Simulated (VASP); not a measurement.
# MgO (Fm-3m) in VASP: further runs

MgO is run at these levels: RPBE+D3(BJ), PBE0+D3(BJ); tasks: single point.

Program: VASP 6.6.1. These are calculated values, not measurements. Logs are shortened: lines on timing, memory, paths and dates and some standing lists are left out, and cuts for length are marked.

## 1. The cell of the first run

The structure is cubic, space group Fm-3m (No. 225). The conventional cell has a = 4.194 Å, b = 4.194 Å, c = 4.194 Å, α = 90.00°, β = 90.00°, γ = 90.00°. Within 2.8 Å of Mg (site symmetry m-3m) lie 6 O at 2.10 Å. O (site symmetry m-3m) has 6 Mg at 2.10 Å within 2.8 Å.

## 2. Single point, RPBE+D3(BJ)

INCAR

```
SYSTEM = MgO
PREC = Accurate ; ENCUT = 600
EDIFF = 1E-6 ; ISMEAR = 0
SIGMA = 0.01 ; LREAL = .False.
LASPH = .True. ; NELM = 120
ALGO = Normal ; ISIF = 2
LWAVE = .False. ; LCHARG = .False.
GGA = RP ; IVDW = 12
NBANDS = 11 ; GGA_COMPAT = .False.
```

KPOINTS

```
Automatic mesh
0
Gamma
  11 11 11
  0 0 0
```

POSCAR

```
MgO
1.0
    0.0000000000      2.0970013950      2.0970013950
    2.0970013950      0.0000000000      2.0970013950
    2.0970013950      2.0970013950      0.0000000000
Mg O
1 1
Direct
    0.0000000000      0.0000000000      0.0000000000
    0.5000000000      0.5000000000      0.5000000000
```

Potentials or basis: VASP PAW PBE potentials, release 64 (Mg, O).

Command:

```
> cat potpaw_PBE.64/Mg/POTCAR potpaw_PBE.64/O/POTCAR > POTCAR
> mpirun -np 1 vasp_std > vasp.out
```

OUTCAR:

```text
SYSTEM = MgO
   PREC = Accurate
   ENCUT = 600
   EDIFF = 1E-6
   ISMEAR = 0
   LREAL = .False.
   LASPH = .True.
   NELM = 120
   ISIF = 2
   GGA = RP
   IVDW = 12
 IVDW          = 12

 ion  position               nearest neighbor table
   1  0.000  0.000  0.000-   2 2.10   2 2.10   2 2.10   2 2.10   2 2.10   2 2.10
   2  0.500  0.500  0.500-   1 2.10   1 2.10   1 2.10   1 2.10   1 2.10   1 2.10

  LATTYP: Found a face centered cubic cell.
 ALAT       =     4.1940027900

  Lattice vectors:

 A1 = (   0.0000000000,   2.0970013950,   2.0970013950)
 A2 = (   2.0970013950,   0.0000000000,   2.0970013950)
 A3 = (   2.0970013950,   2.0970013950,   0.0000000000)

Analysis of symmetry for initial positions (statically):
=====================================================================
 Subroutine PRICEL returns:
 Original cell was already a primitive cell.

 Routine SETGRP: Setting up the symmetry group for a
 face centered cubic supercell.

 Subroutine GETGRP returns: Found 48 space group operations
 (whereof 48 operations were pure point group operations)
 out of a pool of 48 trial point group operations.

The static configuration has the point symmetry O_h .

Analysis of symmetry for dynamics (positions and initial velocities):
=====================================================================
 Subroutine PRICEL returns:
 Original cell was already a primitive cell.

 Routine SETGRP: Setting up the symmetry group for a
 face centered cubic supercell.

 Subroutine GETGRP returns: Found 48 space group operations
 (whereof 48 operations were pure point group operations)
 out of a pool of 48 trial point group operations.

The dynamic configuration has the point symmetry O_h .

 Subroutine INISYM returns: Found 48 space group operations
 (whereof 48 operations are pure point group operations),
 and found     1 'primitive' translations

----------------------------------------------------------------------------------------

                                     Primitive cell

  volume of cell :      18.4428

  direct lattice vectors                    reciprocal lattice vectors
     0.000000000  2.097001395  2.097001395    -0.238435702  0.238435702  0.238435702
     2.097001395  0.000000000  2.097001395     0.238435702 -0.238435702  0.238435702
     2.097001395  2.097001395  0.000000000     0.238435702  0.238435702 -0.238435702

  length of vectors
     2.965607813  2.965607813  2.965607813     0.412982750  0.412982750  0.412982750

  position of ions in fractional coordinates (direct lattice)
     0.000000000  0.000000000  0.000000000
     0.500000000  0.500000000  0.500000000

  ion indices of the primitive-cell ions
[... 87 lines left out ...]
   NUPDOWN=      -1.0000    fix difference up-down
   EMIN   =  10.00;   EMAX   =-10.00  energy-range for DOS
   EFERMI =   0.00;   METHOD = LEGACY
   ISMEAR =     0;   SIGMA  =   0.01  broadening in eV -4-tet -1-fermi 0-gaus
   EFERMI_NEDOS =   21; number of points for ismear=-14 and -15
   IALGO  =     38    algorithm
   IMIX   =      4    mixing-type and parameters
     AMIX     =   0.40;   BMIX     =  1.00
     AMIX_MAG =   1.60;   BMIX_MAG =  1.00
  volume/ion in A,a.u.               =       9.22        62.23
  Fermi-wavevector in a.u.,A,eV,Ry     =   1.239261  2.341864 20.895389  1.535768
  Thomas-Fermi vector in A             =   2.373752
   LORBIT       =      0    0 simple, 1 ext, 2 COOP (PROOUT), +10 PAW based schemes
   GGA     = RP    functional components
   LHFCALC =     F    Hartree Fock is set to
   AEXX    =    0.0000 exact exchange contribution
   IVDW    =    12    specifies the selected vdW correction
   LEPSILON=     F    determine dielectric tensor
   LRPA    =     F    only Hartree local field effects (RPA)
 non-spin polarized calculation
 Gauss-broadening in eV      SIGMA  =   0.01
  energy-cutoff  :      600.00
  volume of cell :       18.44
 maximum number of plane-waves:       626
   NGX = 11   NGY = 11   NGZ = 11

 number of electron       8.0000004 magnetization

 Free energy of the ion-electron system (eV)
  ---------------------------------------------------
  ext. energy  EPLUGINS =         0.00000000
  ---------------------------------------------------
  free energy    TOTEN  =       -11.20630838 eV

  energy without entropy =      -11.20630838  energy(sigma->0) =      -11.20630838

 E-fermi :   3.5945     XC(G=0): -10.9119

 val. band max:        3.4409093506   @ k =   0.0000   0.0000   0.0000
 cond. band min:       8.3976409151   @ k =   0.0000   0.0000   0.0000
 fundamental gap:      4.9567315645
 Fermi energy:         3.5944950978

 k-point     1 :       0.0000    0.0000    0.0000
  band No.  band energies     occupation
      1     -13.9624      2.00000
      2       3.4409      2.00000
      3       3.4409      2.00000
      4       3.4409      2.00000
      5       8.3976      0.00000
      6      19.4473      0.00000
      7      19.4473      0.00000
      8      19.4473      0.00000
      9      23.3499      0.00000
     10      25.1884      0.00000
     11      25.1884      0.00000
[... 309 lines left out ...]
 k-point    24 :      -0.1818    0.1818    0.0000
  band No.  band energies     occupation
      1     -13.1748      2.00000
      2       0.5832      2.00000
      3       2.3223      2.00000
      4       3.0613      2.00000
      5      11.7043      0.00000
      6      15.6711      0.00000
      7      19.2228      0.00000
      8      21.6818      0.00000
      9      21.7524      0.00000
     10      25.0180      0.00000
     11      28.4100      0.00000

 [... further k-points ...]

------------------------ aborting loop because EDIFF is reached ----------------------------------------

 Edisp (eV)   -2.63755

 E8    (eV) :    -1.5918

  FORCE on cell =-STRESS in cart. coord.  units (eV):
  Direction    XX          YY          ZZ          XY          YZ          ZX
  --------------------------------------------------------------------------------------
  -------------------------------------------------------------------------------------
  Total      -1.82849    -1.82849    -1.82849     0.00000    -0.00000     0.00000
  in kB    -158.84586  -158.84586  -158.84586     0.00000    -0.00000     0.00000
  external pressure =     -158.85 kB  Pullay stress =        0.00 kB

 VOLUME and BASIS-vectors are now :
 -----------------------------------------------------------------------------
  energy-cutoff  :      600.00
  volume of cell :       18.44
      direct lattice vectors                 reciprocal lattice vectors
     0.000000000  2.097001395  2.097001395    -0.238435702  0.238435702  0.238435702
     2.097001395  0.000000000  2.097001395     0.238435702 -0.238435702  0.238435702
     2.097001395  2.097001395  0.000000000     0.238435702  0.238435702 -0.238435702

 POSITION                                       TOTAL-FORCE (eV/Angst)
 -----------------------------------------------------------------------------------
      0.00000      0.00000      0.00000         0.000000      0.000000     -0.000000
      2.09700      2.09700      2.09700        -0.000000     -0.000000      0.000000
 -----------------------------------------------------------------------------------
    total drift:                               -0.000000     -0.000000      0.000000

  FREE ENERGIE OF THE ION-ELECTRON SYSTEM (eV)
  ---------------------------------------------------
  free  energy   TOTEN  =       -13.8438565601 eV

  energy  without entropy=      -13.8438565601  energy(sigma->0) =      -13.84385656
```

OSZICAR:

```text
N       E                     dE             d eps       ncg     rms          rms(c)
DAV:   1     0.200174497271E+02    0.20017E+02   -0.49522E+03  1360   0.731E+02
DAV:   2    -0.119797099408E+02   -0.31997E+02   -0.31207E+02  1409   0.148E+02
DAV:   3    -0.127479861508E+02   -0.76828E+00   -0.76759E+00  1477   0.206E+01
DAV:   4    -0.127500278363E+02   -0.20417E-02   -0.20416E-02  1361   0.117E+00
DAV:   5    -0.127500344487E+02   -0.66124E-05   -0.66124E-05  1442   0.667E-02    0.727E+00
DAV:   6    -0.112029621249E+02    0.15471E+01   -0.85020E+00  1280   0.163E+01    0.221E+00
DAV:   7    -0.112026115090E+02    0.35062E-03   -0.47947E-02  1358   0.208E+00    0.137E+00
DAV:   8    -0.112065018813E+02   -0.38904E-02   -0.33906E-02  1289   0.204E+00    0.224E-01
DAV:   9    -0.112062012182E+02    0.30066E-03   -0.50025E-04  1439   0.156E-01    0.133E-01
DAV:  10    -0.112063080347E+02   -0.10682E-03   -0.75988E-04  1340   0.210E-01    0.220E-02
DAV:  11    -0.112063086187E+02   -0.58407E-06   -0.17194E-05  1442   0.293E-02    0.531E-03
DAV:  12    -0.112063083752E+02    0.24350E-06   -0.10377E-06  1250   0.856E-03
   1 F= -.13843857E+02 E0= -.13843857E+02  d E =-.457290-107
```

stdout:

```text
POSCAR found type information on POSCAR MgO
 POSCAR found :  2 types and       2 ions
 scaLAPACK will be used
 -----------------------------------------------------------------------------
|                                                                             |
|                                                                             |
|     You enforced a specific xc type in the INCAR file but a different       |
|     I HOPE YOU KNOW WHAT YOU ARE DOING!                                     |
|                                                                             |
 -----------------------------------------------------------------------------

 LDA part: xc-table for (Slater+PW92), standard interpolation
 POSCAR, INCAR and KPOINTS ok, starting setup
 FFT: planning ... GRIDC
 FFT: planning ... GRID_SOFT
 FFT: planning ... GRID
 WAVECAR not read
 entering main loop
```

It took 20 s on 1 thread of AMD EPYC 7R43 (Zen 3), shared host; peak memory 0.12 GiB.

Results:

- Free energy: -13.8439 eV
- Pressure: -15.9 GPa
- Band gap on the k mesh: 4.96 eV
- Dispersion energy per atom: -1.319 eV

Caveat: the cell stands under tension; the dispersion term is far too large for a dense solid, which distorts pressure and volume; the PAW data sets were made with another functional, which shifts forces and pressure a little.

## 3. Single point, PBE0+D3(BJ)

POSCAR

```
MgO
1.0
    0.0000000000      2.0970013927      2.0970013927
    2.0970013927      0.0000000000      2.0970013927
    2.0970013927      2.0970013927      0.0000000000
Mg O
1 1
Direct
    0.0000000000      0.0000000000      0.0000000000
    0.5000000000      0.5000000000      0.5000000000
```

INCAR.step1

```
PREC     = Accurate       # precision mode
ENCUT    = 520            # plane-wave cutoff, eV
EDIFF    = 1E-5           # SCF threshold, eV
ISMEAR   = 1              # smearing method
SIGMA    = 0.05           # smearing width, eV
LREAL    = False          # projectors in reciprocal space
LASPH    = True           # aspherical terms in the spheres
NELM     = 80             # most SCF steps
ALGO     = Normal         # electronic algorithm
ISIF     = 2              # what is computed and relaxed
LWAVE    = True           # write WAVECAR
LCHARG   = False          # write CHGCAR
NBANDS   = 11             # bands
GGA      = PE             # functional
```

INCAR.step2

```
PREC     = Accurate       # precision mode
ENCUT    = 520            # plane-wave cutoff, eV
EDIFF    = 1E-7           # SCF threshold, eV
ISMEAR   = 1              # smearing method
SIGMA    = 0.05           # smearing width, eV
LREAL    = False          # projectors in reciprocal space
LASPH    = True           # aspherical terms in the spheres
NELM     = 80             # most SCF steps
ALGO     = Normal         # electronic algorithm
ISIF     = 2              # what is computed and relaxed
LWAVE    = False          # write WAVECAR
LCHARG   = False          # write CHGCAR
GGA      = PE             # functional
LHFCALC  = True           # exact exchange
AEXX     = 0.25           # exact-exchange fraction
PRECFOCK = Normal       
IVDW     = 12             # dispersion correction
NBANDS   = 11             # bands
ISTART   = 1
```

KPOINTS

```
regular mesh
0
Gamma
  6 6 6
```

Potentials or basis: VASP PAW PBE potentials, release 64 (Mg, O).

Command:

```
> cat potpaw_PBE.64/Mg/POTCAR potpaw_PBE.64/O/POTCAR > POTCAR
> cp INCAR.step1 INCAR
> mpirun -np 1 vasp_std > vasp.out
> cp INCAR.step2 INCAR
> mpirun -np 1 vasp_std > vasp.out
```

Run time: 15 min. Hardware: 1 thread of Intel Xeon 8259CL, shared host; peak memory 0.16 GiB.

Results (log left out):

```yaml
Free_energy: -15.4159 eV
Pressure: -5.0 GPa
Band_gap_on_the_k_mesh: 7.32 eV
Dispersion_energy_per_atom: -0.312 eV
```

Levels at points of the mesh, in eV from the valence-band top:
```
           k point  band 1  band 2  band 3  band 4  band 5  band 6  band 7  band 8
(0.00, 0.00, 0.00)  -18.92   -0.04   -0.01    0.00    7.32   18.61   18.61   18.61
(0.50, 0.00, 0.00)  -17.54   -5.03   -0.75   -0.75   10.51   15.80   19.24   19.24
(0.50, 0.50, 0.00)  -17.26   -4.48   -1.51   -1.51   11.63   12.77   16.28   22.36
```

Caveat: the k points lie up to 0.43 Å⁻¹ apart; three body term missing; the PAW data sets were made with another functional, which shifts forces and pressure a little.
